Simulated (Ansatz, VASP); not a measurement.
## B: VASP beside Ansatz

```
B
1.0
     3.00136    0.00000    0.00000
    -1.50068    2.59926    0.00000
     0.00000    0.00000    8.00666
B
8
Direct
  0.00000 0.00000 0.12374
  0.00000 0.00000 0.62374
  0.00000 0.00000 0.37626
  0.00000 0.00000 0.87626
  0.33333 0.66667 0.13049
  0.66667 0.33333 0.63049
  0.33333 0.66667 0.36951
  0.66667 0.33333 0.86951
```

Alike in both runs: functional PBE; k mesh 15 × 15 × 6; occupations gaussian, width 0.1 eV; no spin polarisation.

Ansatz relaxed the structure, and its values are those at the end. VASP's run is a single point on that final structure, the one shown.

|  | VASP | Ansatz |
| --- | --- | --- |
| version | VASP 6.6.1 | Ansatz 0.2.0 |
| potentials or method | VASP PAW PBE potentials, release 64 (B), cutoff 520 eV | scalar-relativistic, plane waves, PAW |
| valence electrons in the cell | 24 | 24 |

|  | VASP | Ansatz | Ansatz less VASP |
| --- | --- | --- | --- |
| gap on the k mesh at the Fermi level (eV) | none | none | - |
| pressure (GPa) | 0.0 | 0.0 | -0.04 |

A gap of «none» marks a metal or a gap that the smearing closes.
